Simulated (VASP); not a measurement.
# W (Immm) in VASP: a series of runs

The runs below take W through single point, with PBE.

All numbers are computed with VASP 6.6.1; they aren't measurements. Logs are shortened: lines on timing, memory, paths and dates and some standing lists are left out, and cuts for length are marked.

## 1. The cell of the first run

The structure is orthorhombic, space group Immm (No. 71). The conventional cell has a = 2.875 Å, b = 3.195 Å, c = 3.514 Å, α = 90.00°, β = 90.00°, γ = 90.00°. Within 3.7 Å of W (site symmetry mmm) lie 14 W at 2.78 to 3.51 Å.

## 2. Single point, PBE (strain -0.1000 x Voigt [1, -1, 0, 0, 0, 0])

File INCAR:

```
ALGO = Fast
EDIFF = 1E-6
ENCUT = 520
GGA = PE
ISIF = 2
ISMEAR = 0
LASPH = T
LCHARG = F
LREAL = F
LWAVE = F
NBANDS = 13
NELM = 80
PREC = Accurate
SIGMA = 0.15
```

File KPOINTS:

```
k-points
0
Gamma
  20 20 20
```

File POSCAR:

```
W
1.0
   -1.4375700000      1.7570300000      1.5973000000
    1.4375700000     -1.7570300000      1.5973000000
    1.4375700000      1.7570300000     -1.5973000000
W
1
Direct
    0.0000000000      0.0000000000      0.0000000000
```

Potentials or basis: VASP PAW PBE potentials, release 64 (W_sv).

Launch:

```sh
$ cat potpaw_PBE.64/W_sv/POTCAR > POTCAR
$ mpirun -np 1 vasp_std > vasp.out
```

OUTCAR:

```text
EDIFF = 1E-6
   ENCUT = 520
   GGA = PE
   ISIF = 2
   ISMEAR = 0
   LASPH = T
   LREAL = F
   NELM = 80
   PREC = Accurate

 ion  position               nearest neighbor table
   1  0.000  0.000  0.000-

  LATTYP: Found a body centered orthorhombic cell.
 ALAT       =     2.8751400000
 B/A-ratio  =     1.1111111111
 C/A-ratio  =     1.2222222222

  Lattice vectors:

 A1 = (  -1.4375700000,  -1.7570300000,   1.5973000000)
 A2 = (   1.4375700000,  -1.7570300000,  -1.5973000000)
 A3 = (   1.4375700000,   1.7570300000,   1.5973000000)

Analysis of symmetry for initial positions (statically):
=====================================================================
 Subroutine PRICEL returns:
 Original cell was already a primitive cell.

 Routine SETGRP: Setting up the symmetry group for a
 body centered orthorhombic supercell.

 Subroutine GETGRP returns: Found  8 space group operations
 (whereof  8 operations were pure point group operations)
 out of a pool of  8 trial point group operations.

The static configuration has the point symmetry D_2h.

Analysis of symmetry for dynamics (positions and initial velocities):
=====================================================================
 Subroutine PRICEL returns:
 Original cell was already a primitive cell.

 Routine SETGRP: Setting up the symmetry group for a
 body centered orthorhombic supercell.

 Subroutine GETGRP returns: Found  8 space group operations
 (whereof  8 operations were pure point group operations)
 out of a pool of  8 trial point group operations.

The dynamic configuration has the point symmetry D_2h.

 Subroutine INISYM returns: Found  8 space group operations
 (whereof  8 operations are pure point group operations),
 and found     1 'primitive' translations

----------------------------------------------------------------------------------------

                                     Primitive cell

  volume of cell :      16.1382

  direct lattice vectors                    reciprocal lattice vectors
    -1.437570000  1.757030000  1.597300000     0.000000000  0.284571123  0.313028235
     1.437570000 -1.757030000  1.597300000     0.347809150  0.000000000  0.313028235
     1.437570000  1.757030000 -1.597300000     0.347809150  0.284571123  0.000000000

  length of vectors
     2.775811452  2.775811452  2.775811452     0.423045388  0.467929355  0.449390620

  position of ions in fractional coordinates (direct lattice)
     0.000000000  0.000000000  0.000000000

  ion indices of the primitive-cell ions
   primitive index   ion index
                 1           1

----------------------------------------------------------------------------------------

 KPOINTS: k-points

Automatic generation of k-mesh.
 Grid dimensions read from file:
 generate k-points for:   20   20   20

 Generating k-lattice:

  Cartesian coordinates                     Fractional coordinates (reciprocal lattice)
     0.000000000  0.014228556  0.015651412     0.050000000  0.000000000  0.000000000
     0.017390458  0.000000000  0.015651412     0.000000000  0.050000000  0.000000000
     0.017390458  0.014228556  0.000000000     0.000000000  0.000000000  0.050000000

  Length of vectors
     0.021152269  0.023396468  0.022469531

  Shift w.r.t. Gamma in fractional coordinates (k-lattice)
     0.000000000  0.000000000  0.000000000

 Subroutine IBZKPT returns following result:
 ===========================================

 Found   1166 irreducible k-points:

 Following reciprocal coordinates:
            Coordinates               Weight
  0.000000  0.000000  0.000000      1.000000
  0.050000  0.000000  0.000000      4.000000
  0.100000 -0.000000  0.000000      4.000000
  0.150000  0.000000  0.000000      4.000000
  0.200000 -0.000000  0.000000      4.000000
  0.250000 -0.000000  0.000000      4.000000
[... 16 lines left out ...]
 -0.450000  0.050000  0.000000      8.000000
 -0.400000  0.050000  0.000000      8.000000
 [... further k-points ...]
   k-points           NKPTS =   1166   k-points in BZ     NKDIM =   1166   number of bands    NBANDS=     13
   number of dos      NEDOS =    301   number of ions     NIONS =      1
   total plane-waves  NPLWV =  13824
   dimension x,y,z NGX =    24 NGY =   24 NGZ =   24
   dimension x,y,z NGXF=    48 NGYF=   48 NGZF=   48
   ions per type =               1
   NGX,Y,Z   is equivalent  to a cutoff of  14.37, 14.37, 14.37 a.u.
   NGXF,Y,Z  is equivalent  to a cutoff of  28.75, 28.75, 28.75 a.u.
 SYSTEM =  unknown system
   PREC   = accura    normal or accurate (medium, high low for compatibility)
   ISTART =      0    job   : 0-new  1-cont  2-samecut
   ICHARG =      2    charge: 1-file 2-atom 10-const
   ISPIN  =      1    spin polarized calculation?
   LNONCOLLINEAR =      F non collinear calculations
   LSORBIT =      F    spin-orbit coupling
   LASPH  =      T    aspherical Exc in radial PAW
   ENCUT  =  520.0 eV  38.22 Ry    6.18 a.u.   5.16  5.16  5.16*2*pi/ulx,y,z
   NELM   =     80;   NELMIN=  2; NELMDL= -5     # of ELM steps
   EDIFF  = 0.1E-05   stopping-criterion for ELM
   LREAL  =      F    real-space projection
   EDIFFG = 0.1E-04   stopping-criterion for IOM
   NSW    =      0    number of steps for IOM
   IBRION =     -1    ionic relax: 0-MD 1-quasi-New 2-CG
   NFREE  =      0    steps in history (QN), initial steepest desc. (CG)
   ISIF   =      2    stress and relaxation
   ISYM   =      2    0-nonsym 1-usesym 2-fastsym
   POTIM  = 0.5000    time-step for ionic-motion
   TEBEG  =    0.0;   TEEND  =   0.0 temperature during run
   PSTRESS=    0.0 pullay stress
   NELECT =      14.0000    total number of electrons
   NUPDOWN=      -1.0000    fix difference up-down
   EMIN   =  10.00;   EMAX   =-10.00  energy-range for DOS
   EFERMI =   0.00;   METHOD = LEGACY
   ISMEAR =     0;   SIGMA  =   0.15  broadening in eV -4-tet -1-fermi 0-gaus
   EFERMI_NEDOS =   21; number of points for ismear=-14 and -15
   IALGO  =     68    algorithm
   IMIX   =      4    mixing-type and parameters
     AMIX     =   0.40;   BMIX     =  1.00
     AMIX_MAG =   1.60;   BMIX_MAG =  1.00
  volume/ion in A,a.u.               =      16.14       108.91
  Fermi-wavevector in a.u.,A,eV,Ry     =   1.561346  2.950517 33.168321  2.437803
  Thomas-Fermi vector in A             =   2.664425
   LORBIT       =      0    0 simple, 1 ext, 2 COOP (PROOUT), +10 PAW based schemes
   GGA     = PE    functional components
   LHFCALC =     F    Hartree Fock is set to
   AEXX    =    0.0000 exact exchange contribution
   IVDW    =     0    specifies the selected vdW correction
   LEPSILON=     F    determine dielectric tensor
   LRPA    =     F    only Hartree local field effects (RPA)
 non-spin polarized calculation
 RMM-DIIS sequential band-by-band and
 Gauss-broadening in eV      SIGMA  =   0.15
  energy-cutoff  :      520.00
  volume of cell :       16.14
 maximum number of plane-waves:       451
 NGX is ok and might be reduce to    24
   NGX = 11   NGY = 11   NGZ = 11

 number of electron      14.0000000 magnetization

 Free energy of the ion-electron system (eV)
  ---------------------------------------------------
  ext. energy  EPLUGINS =         0.00000000
  ---------------------------------------------------
  free energy    TOTEN  =       -12.68448179 eV

  energy without entropy =      -12.67632296  energy(sigma->0) =      -12.68040237

 E-fermi :  11.1123     XC(G=0): -13.5314

 val. band max:       11.1112748350   @ k =  -0.3500   0.5000   0.3000
 cond. band min:      11.1150756000   @ k =  -0.3500   0.3500   0.1500
 fundamental gap:      0.0038007650
 Fermi energy:        11.1122736878

 k-point     1 :       0.0000    0.0000    0.0000
  band No.  band energies     occupation
      1     -62.9880      2.00000
      2     -26.6450      2.00000
      3     -26.6011      2.00000
      4     -26.4867      2.00000
      5       1.6526      2.00000
      6       8.8994      2.00000
      7      10.5458      2.00000
      8      11.4918      0.00035
      9      11.6192      0.00000
     10      14.4791      0.00000
     11      24.2437      0.00000
     12      25.7646      0.00000
     13      28.1047      0.00000

 k-point     2 :       0.0500    0.0000    0.0000
  band No.  band energies     occupation
      1     -62.9853      2.00000
      2     -26.6659      2.00000
      3     -26.6108      2.00000
      4     -26.4937      2.00000
      5       1.7598      2.00000
      6       8.9123      2.00000
      7      10.5778      2.00000
      8      11.5082      0.00019
      9      11.5434      0.00005
     10      14.4295      0.00000
     11      24.4339      0.00000
     12      25.8729      0.00000
     13      28.2733      0.00000

 k-point     3 :       0.1000   -0.0000    0.0000
  band No.  band energies     occupation
      1     -62.9777      2.00000
      2     -26.7498      2.00000
      3     -26.6149      2.00000
      4     -26.5139      2.00000
      5       2.0716      2.00000
      6       8.9402      2.00000
      7      10.6091      2.00000
      8      11.3587      0.02014
      9      11.6276      0.00000
     10      14.2961      0.00000
     11      24.9321      0.00000
     12      26.1142      0.00000
     13      28.7696      0.00000
[... 305 lines left out ...]
 k-point    23 :      -0.4500    0.0500    0.0000
  band No.  band energies     occupation
      1     -62.8837      2.00000
      2     -27.7522      2.00000
      3     -26.7668      2.00000
      4     -26.5912      2.00000
      5       5.0395      2.00000
      6       9.4185      2.00000
      7      10.2772      2.00000
      8      11.3584      0.02032
      9      13.7859      0.00000
     10      16.4789      0.00000
     11      21.6985      0.00000
     12      23.9220      0.00000
     13      30.4388      0.00000

 k-point    24 :      -0.4000    0.0500    0.0000
  band No.  band energies     occupation
      1     -62.8938      2.00000
      2     -27.6491      2.00000
      3     -26.7413      2.00000
      4     -26.5937      2.00000
      5       4.9191      2.00000
      6       9.5361      2.00000
      7       9.6605      2.00000
      8      11.4109      0.00488
      9      13.6570      0.00000
     10      15.7268      0.00000
     11      22.4930      0.00000
     12      24.5301      0.00000
     13      31.5306      0.00000

 [... further k-points ...]

------------------------ aborting loop because EDIFF is reached ----------------------------------------

  FORCE on cell =-STRESS in cart. coord.  units (eV):
  Direction    XX          YY          ZZ          XY          YZ          ZX
  --------------------------------------------------------------------------------------
  -------------------------------------------------------------------------------------
  Total        2.8900980     -1.3676450     -0.0862312      0.0000000      0.0000000      0.0000000
  in kB      286.9250641   -135.7779691     -8.5609160      0.0000000      0.0000000      0.0000000
  external PRESSURE =      47.5287264 kB  Pullay stress =       0.0000000 kB

 VOLUME and BASIS-vectors are now :
 -----------------------------------------------------------------------------
  energy-cutoff  :      520.00
  volume of cell :       16.14
      direct lattice vectors                 reciprocal lattice vectors
    -1.437570000  1.757030000  1.597300000     0.000000000  0.284571123  0.313028235
     1.437570000 -1.757030000  1.597300000     0.347809150  0.000000000  0.313028235
     1.437570000  1.757030000 -1.597300000     0.347809150  0.284571123  0.000000000

 POSITION                                       TOTAL-FORCE (eV/Angst)
 -----------------------------------------------------------------------------------
      0.00000      0.00000      0.00000         0.000000     -0.000000      0.000000
 -----------------------------------------------------------------------------------
    total drift:                                0.000000      0.000000      0.000000

  FREE ENERGIE OF THE ION-ELECTRON SYSTEM (eV)
  ---------------------------------------------------
  free  energy   TOTEN  =       -12.6844817889 eV

  energy  without entropy=      -12.6763229556  energy(sigma->0) =      -12.68040237
```

It took 4.1 min on 1 thread of Intel Xeon 8259CL, shared host; peak memory 0.34 GiB.

What came out:

```
Free energy            : -12.6845 eV
Pressure               : 4.8 GPa
Band gap on the k mesh : zero (bands 7 and 8 overlap by 6.02 eV)
```

Caveat: the cell differs from its parent crystal (strain -0.1000 x Voigt [1, -1, 0, 0, 0, 0]); the cell stands under pressure; spin-orbit coupling is left out, which moves the levels of the heavy elements.

## 3. Single point, PBE (strain +0.0750 x Voigt [1, -1, 0, 0, 0, 0])

File INCAR:

```
SYSTEM = W
PREC     = Accurate       ! precision mode
ENCUT    = 520            ! plane-wave cutoff, eV
EDIFF    = 1E-7           ! SCF threshold, eV
ISMEAR   = 0              ! smearing method
SIGMA    = 0.15           ! smearing width, eV
LREAL    = .False.        ! projectors in reciprocal space
LASPH    = .True.         ! aspherical terms in the spheres
NELM     = 100            ! most SCF steps
ALGO     = Fast           ! electronic algorithm
ISIF     = 2              ! what is computed and relaxed
LWAVE    = .False.        ! write WAVECAR
LCHARG   = .True.         ! write CHGCAR
GGA      = PE             ! functional
LELF     = .True.         ! ELF
LVHAR    = .True.       
NBANDS   = 13             ! bands
```

File KPOINTS:

```
Automatic mesh
0
Gamma
  20 20 20
  0 0 0
```

File POSCAR:

```
W
1.0
   -1.7170975000      1.4775025000      1.5973000000
    1.7170975000     -1.4775025000      1.5973000000
    1.7170975000      1.4775025000     -1.5973000000
W
1
Direct
    0.0000000000      0.0000000000      0.0000000000
```

Potentials or basis: VASP PAW PBE potentials, release 64 (W_sv).

Launch:

```sh
$ cat potpaw_PBE.64/W_sv/POTCAR > POTCAR
$ mpirun -np 1 vasp_std > vasp.out
```

Run time: 4 min. Hardware: 1 thread of Intel Xeon 8259CL, shared host; peak memory 0.34 GiB.

The run converged. Its results:

```
Free energy            : -12.7925 eV
Pressure               : 1.6 GPa
Band gap on the k mesh : zero (bands 7 and 8 overlap by 5.93 eV)
```

Stress tensor (GPa, compression positive):
```
-16.22   0.00   0.00
  0.00  23.12   0.00
  0.00   0.00  -2.10
```

Levels at points of the mesh, in eV from the Fermi level:
```csv
k point,band 4,band 5,band 6,band 7,band 8,band 9,band 10,band 11
"(0.00, 0.00, 0.00)",-37.72,-9.50,-2.03,-0.87,-0.10,0.93,3.12,13.33
"(0.50, 0.00, 0.00)",-37.88,-6.09,-4.27,1.25,2.80,4.27,6.04,11.22
"(0.00, 0.50, 0.00)",-37.77,-6.16,-2.27,0.07,0.57,2.68,5.70,10.16
"(0.50, 0.50, 0.00)",-37.83,-6.09,-3.41,0.74,1.28,4.12,5.68,10.74
"(0.50, 0.50, 0.50)",-38.37,-5.81,-5.47,4.78,5.08,5.36,6.16,8.02
```

Caveat: the cell differs from its parent crystal (strain +0.0750 x Voigt [1, -1, 0, 0, 0, 0]); spin-orbit coupling is left out, which moves the levels of the heavy elements.
